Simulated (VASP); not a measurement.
# RuC4 (Cmmm) in VASP: single point with PBE

Aim: the single point of RuC4 with PBE.

Program: VASP 6.6.1. These are calculated values, not measurements. Logs are shortened: lines on timing, memory, paths and dates and some standing lists are left out, and cuts for length are marked.

### Step 1. The cell of the first run

The structure is orthorhombic, space group Cmmm (No. 65). Conventional cell: a = 6.420 Å, b = 6.830 Å, c = 2.856 Å, α = 90.00°, β = 90.00°, γ = 90.00°. Within 2.4 Å of Ru (site symmetry mmm) lie 6 C at 1.80 to 1.89 Å. Within 2.4 Å of C (site symmetry 2mm) lie 1 Ru at 1.80 Å. Within 2.5 Å of C (site symmetry m2m) lie 2 Ru at 1.89 Å and 1 C at 2.48 Å.

### Step 2. Single point, PBE

The input, INCAR:

```
SYSTEM = RuC4
PREC = Accurate
ENCUT = 520
EDIFF = 1E-7
ISMEAR = 0
SIGMA = 0.1
LREAL = .FALSE.
LASPH = .TRUE.
NELM = 100
ALGO = Normal
ISIF = 2
LWAVE = .FALSE.
LCHARG = .FALSE.
GGA = PE
NBANDS = 23
```

The input, KPOINTS:

```
regular mesh
0
G
  4 4 6
  0 0 0
```

The input, POSCAR:

```
RuC4
1.0
    3.2100537100     -3.4147990000      0.0000000000
    3.2100537100      3.4147990000      0.0000000000
    0.0000000000      0.0000000000      2.8561783900
Ru C
1 4
Direct
    0.0000000000      0.0000000000      0.0000000000
    0.2796676500      0.2796676500      0.0000000000
    0.1815461400      0.8184538600      0.5000000000
    0.8184538600      0.1815461400      0.5000000000
    0.7203323500      0.7203323500      0.0000000000
```

Potentials or basis: VASP PAW PBE potentials, release 64 (Ru_pv, C).

Started as:

```
> cat potpaw_PBE.64/Ru_pv/POTCAR potpaw_PBE.64/C/POTCAR > POTCAR
> mpirun -np 1 vasp_std > vasp.out
```

OUTCAR:

```text
SYSTEM = RuC4
   PREC = Accurate
   ENCUT = 520
   EDIFF = 1E-7
   ISMEAR = 0
   LREAL = .FALSE.
   LASPH = .TRUE.
   NELM = 100
   ISIF = 2
   GGA = PE

 ion  position               nearest neighbor table
   1  0.000  0.000  0.000-   2 1.80   5 1.80   4 1.89   3 1.89   3 1.89   4 1.89
   2  0.280  0.280  0.000-   1 1.80
   3  0.182  0.818  0.500-   1 1.89   1 1.89
   4  0.818  0.182  0.500-   1 1.89   1 1.89
   5  0.720  0.720  0.000-   1 1.80

  LATTYP: Found a base centered orthorhombic cell.
 ALAT       =     6.4201074200
 B/A-ratio  =     1.0637825122
 C/A-ratio  =     0.4448801559

  Lattice vectors:

 A1 = (   3.2100537100,  -3.4147990000,   0.0000000000)
 A2 = (   3.2100537100,   3.4147990000,   0.0000000000)
 A3 = (   0.0000000000,   0.0000000000,   2.8561783900)

Analysis of symmetry for initial positions (statically):
=====================================================================
 Subroutine PRICEL returns:
 Original cell was already a primitive cell.

 Routine SETGRP: Setting up the symmetry group for a
 base centered orthorhombic supercell.

 Subroutine GETGRP returns: Found  8 space group operations
 (whereof  8 operations were pure point group operations)
 out of a pool of  8 trial point group operations.

The static configuration has the point symmetry D_2h.

Analysis of symmetry for dynamics (positions and initial velocities):
=====================================================================
 Subroutine PRICEL returns:
 Original cell was already a primitive cell.

 Routine SETGRP: Setting up the symmetry group for a
 base centered orthorhombic supercell.

 Subroutine GETGRP returns: Found  8 space group operations
 (whereof  8 operations were pure point group operations)
 out of a pool of  8 trial point group operations.

The dynamic configuration has the point symmetry D_2h.

 Subroutine INISYM returns: Found  8 space group operations
 (whereof  8 operations are pure point group operations),
 and found     1 'primitive' translations

----------------------------------------------------------------------------------------

                                     Primitive cell

  volume of cell :      62.6171

  direct lattice vectors                    reciprocal lattice vectors
     3.210053710 -3.414799000  0.000000000     0.155760634 -0.146421502  0.000000000
     3.210053710  3.414799000  0.000000000     0.155760634  0.146421502  0.000000000
     0.000000000  0.000000000  2.856178390     0.000000000  0.000000000  0.350118187

  length of vectors
     4.686714951  4.686714951  2.856178390     0.213777060  0.213777060  0.350118187

  position of ions in fractional coordinates (direct lattice)
     0.000000000  0.000000000  0.000000000
     0.279667650  0.279667650  0.000000000
     0.181546140  0.818453860  0.500000000
     0.818453860  0.181546140  0.500000000
     0.720332350  0.720332350  0.000000000

  ion indices of the primitive-cell ions
   primitive index   ion index
                 1           1
                 2           2
                 3           3
                 4           4
                 5           5

----------------------------------------------------------------------------------------

 KPOINTS: regular mesh

Automatic generation of k-mesh.
 Grid dimensions read from file:
 generate k-points for:    4    4    6

 Generating k-lattice:

  Cartesian coordinates                     Fractional coordinates (reciprocal lattice)
     0.038940158 -0.036605376  0.000000000     0.250000000  0.000000000  0.000000000
     0.038940158  0.036605376  0.000000000     0.000000000  0.250000000  0.000000000
     0.000000000  0.000000000  0.058353031     0.000000000  0.000000000  0.166666667

  Length of vectors
     0.053444265  0.053444265  0.058353031

  Shift w.r.t. Gamma in fractional coordinates (k-lattice)
     0.000000000  0.000000000  0.000000000

 Subroutine IBZKPT returns following result:
 ===========================================

 Found     28 irreducible k-points:

 Following reciprocal coordinates:
            Coordinates               Weight
  0.000000  0.000000  0.000000      1.000000
  0.250000  0.000000  0.000000      4.000000
  0.500000  0.000000  0.000000      2.000000
  0.250000  0.250000  0.000000      2.000000
  0.500000  0.250000  0.000000      4.000000
 -0.250000  0.250000  0.000000      2.000000
[... 16 lines left out ...]
  0.250000  0.000000  0.500000      4.000000
  0.500000  0.000000  0.500000      2.000000
 [... further k-points ...]
   k-points           NKPTS =     28   k-points in BZ     NKDIM =     28   number of bands    NBANDS=     23
   number of dos      NEDOS =    301   number of ions     NIONS =      5
   total plane-waves  NPLWV =  31104
   dimension x,y,z NGX =    36 NGY =   36 NGZ =   24
   dimension x,y,z NGXF=    72 NGYF=   72 NGZF=   48
   ions per type =               1   4
   NGX,Y,Z   is equivalent  to a cutoff of  12.77, 12.77, 13.97 a.u.
   NGXF,Y,Z  is equivalent  to a cutoff of  25.54, 25.54, 27.94 a.u.
 SYSTEM =  RuC4
   PREC   = accura    normal or accurate (medium, high low for compatibility)
   ISTART =      0    job   : 0-new  1-cont  2-samecut
   ICHARG =      2    charge: 1-file 2-atom 10-const
   ISPIN  =      1    spin polarized calculation?
   LNONCOLLINEAR =      F non collinear calculations
   LSORBIT =      F    spin-orbit coupling
   LASPH  =      T    aspherical Exc in radial PAW
   ENCUT  =  520.0 eV  38.22 Ry    6.18 a.u.   8.71  8.71  5.31*2*pi/ulx,y,z
   NELM   =    100;   NELMIN=  2; NELMDL= -5     # of ELM steps
   EDIFF  = 0.1E-06   stopping-criterion for ELM
   LREAL  =      F    real-space projection
   EDIFFG = 0.1E-05   stopping-criterion for IOM
   NSW    =      0    number of steps for IOM
   IBRION =     -1    ionic relax: 0-MD 1-quasi-New 2-CG
   NFREE  =      0    steps in history (QN), initial steepest desc. (CG)
   ISIF   =      2    stress and relaxation
   ISYM   =      2    0-nonsym 1-usesym 2-fastsym
   POTIM  = 0.5000    time-step for ionic-motion
   TEBEG  =    0.0;   TEEND  =   0.0 temperature during run
   PSTRESS=    0.0 pullay stress
   NELECT =      30.0000    total number of electrons
   NUPDOWN=      -1.0000    fix difference up-down
   EMIN   =  10.00;   EMAX   =-10.00  energy-range for DOS
   EFERMI =   0.00;   METHOD = LEGACY
   ISMEAR =     0;   SIGMA  =   0.10  broadening in eV -4-tet -1-fermi 0-gaus
   EFERMI_NEDOS =   21; number of points for ismear=-14 and -15
   IALGO  =     38    algorithm
   IMIX   =      4    mixing-type and parameters
     AMIX     =   0.40;   BMIX     =  1.00
     AMIX_MAG =   1.60;   BMIX_MAG =  1.00
  volume/ion in A,a.u.               =      12.52        84.51
  Fermi-wavevector in a.u.,A,eV,Ry     =   1.281005  2.420749 22.326821  1.640975
  Thomas-Fermi vector in A             =   2.413400
   LORBIT       =      0    0 simple, 1 ext, 2 COOP (PROOUT), +10 PAW based schemes
   GGA     = PE    functional components
   LHFCALC =     F    Hartree Fock is set to
   AEXX    =    0.0000 exact exchange contribution
   IVDW    =     0    specifies the selected vdW correction
   LEPSILON=     F    determine dielectric tensor
   LRPA    =     F    only Hartree local field effects (RPA)
 non-spin polarized calculation
 Gauss-broadening in eV      SIGMA  =   0.10
  energy-cutoff  :      520.00
  volume of cell :       62.62
 maximum number of plane-waves:      1700
 NGX is ok and might be reduce to    36
   NGX = 17   NGY = 17   NGZ = 11

 number of electron      29.9999998 magnetization

 Free energy of the ion-electron system (eV)
  ---------------------------------------------------
  ext. energy  EPLUGINS =         0.00000000
  ---------------------------------------------------
  free energy    TOTEN  =       -26.85797760 eV

  energy without entropy =      -26.84817373  energy(sigma->0) =      -26.85307566

 E-fermi :   4.1205     XC(G=0): -10.5539

 val. band max:        4.0925427679   @ k =   0.2500   0.2500   0.0000
 cond. band min:       4.1579987305   @ k =   0.0000   0.0000   0.0000
 fundamental gap:      0.0654559625
 Fermi energy:         4.1205396813

 k-point     1 :       0.0000    0.0000    0.0000
  band No.  band energies     occupation
      1     -40.6832      2.00000
      2     -40.2720      2.00000
      3     -40.2273      2.00000
      4      -9.5523      2.00000
      5      -7.3488      2.00000
      6      -4.8489      2.00000
[... 15 lines left out ...]
     22       8.1595      0.00000
     23      12.2767      0.00000

 k-point     2 :       0.2500    0.0000    0.0000
  band No.  band energies     occupation
      1     -40.6834      2.00000
      2     -40.2722      2.00000
      3     -40.2273      2.00000
      4      -9.3832      2.00000
      5      -7.3548      2.00000
      6      -5.6048      2.00000
[... 15 lines left out ...]
     22       8.0306      0.00000
     23      12.2603      0.00000

 k-point     3 :       0.5000    0.0000    0.0000
  band No.  band energies     occupation
      1     -40.6835      2.00000
      2     -40.2723      2.00000
      3     -40.2273      2.00000
      4      -9.1841      2.00000
      5      -7.2983      2.00000
      6      -6.2964      2.00000
[... 15 lines left out ...]
     22       7.8666      0.00000
     23      12.2581      0.00000
[... 495 lines left out ...]
 k-point    23 :       0.2500    0.0000    0.5000
  band No.  band energies     occupation
      1     -40.6475      2.00000
      2     -40.6377      2.00000
      3     -40.2199      2.00000
      4      -7.5813      2.00000
      5      -6.8732      2.00000
      6      -5.6883      2.00000
[... 15 lines left out ...]
     22       7.3412      0.00000
     23      12.1957      0.00000

 k-point    24 :       0.5000    0.0000    0.5000
  band No.  band energies     occupation
      1     -40.6477      2.00000
      2     -40.6377      2.00000
      3     -40.2201      2.00000
      4      -7.6323      2.00000
      5      -6.7489      2.00000
      6      -5.5489      2.00000
[... 15 lines left out ...]
     22       6.8213      0.00000
     23      12.2710      0.00000

 [... further k-points ...]

------------------------ aborting loop because EDIFF is reached ----------------------------------------

  FORCE on cell =-STRESS in cart. coord.  units (eV):
  Direction    XX          YY          ZZ          XY          YZ          ZX
  --------------------------------------------------------------------------------------
  -------------------------------------------------------------------------------------
  Total       13.7301996      6.9159436     14.3805149      0.0000000      0.0000000      0.0000000
  in kB      351.3133575    176.9576159    367.9529161      0.0000000      0.0000000      0.0000000
  external PRESSURE =     298.7412965 kB  Pullay stress =       0.0000000 kB

 VOLUME and BASIS-vectors are now :
 -----------------------------------------------------------------------------
  energy-cutoff  :      520.00
  volume of cell :       62.62
      direct lattice vectors                 reciprocal lattice vectors
     3.210053710 -3.414799000  0.000000000     0.155760634 -0.146421502  0.000000000
     3.210053710  3.414799000  0.000000000     0.155760634  0.146421502  0.000000000
     0.000000000  0.000000000  2.856178390     0.000000000  0.000000000  0.350118187

 POSITION                                       TOTAL-FORCE (eV/Angst)
 -----------------------------------------------------------------------------------
      0.00000      0.00000      0.00000        -0.000000      0.000000     -0.000000
      1.79550      0.00000      0.00000         5.139472      0.000000     -0.000000
      3.21005      2.17491      1.42809         0.000000     -4.313628      0.000000
      3.21005     -2.17491      1.42809         0.000000      4.313628     -0.000000
      4.62461      0.00000      0.00000        -5.139472      0.000000     -0.000000
 -----------------------------------------------------------------------------------
    total drift:                               -0.000000      0.000000      0.000000

  FREE ENERGIE OF THE ION-ELECTRON SYSTEM (eV)
  ---------------------------------------------------
  free  energy   TOTEN  =       -26.8579775994 eV

  energy  without entropy=      -26.8481737288  energy(sigma->0) =      -26.85307566
```

It took 15 s on 1 thread of Intel Xeon 6975P-C (Granite Rapids), shared host; peak memory 0.19 GiB.

Results:

- Free energy: -26.8580 eV
- Pressure: 29.9 GPa
- Largest force: 5.139 eV/Å
- Band gap on the k mesh: zero (band 15 reaches 4.77 eV, above the bottom of band 16 at 3.24 eV)

Forces in eV/Å, atoms in the order of the input:
```
Ru   0.000  0.000  0.000
C    5.139  0.000  0.000
C    0.000 -4.314  0.000
C    0.000  4.314  0.000
C   -5.139  0.000  0.000
```

Stress tensor (GPa, compression positive):
```
35.13  0.00  0.00
 0.00 17.70  0.00
 0.00  0.00 36.80
```

Caveat: the k points lie up to 0.37 Å⁻¹ apart; forces of over 1 eV/Å act on the atoms, so gaps and moduli don't describe the material at rest.
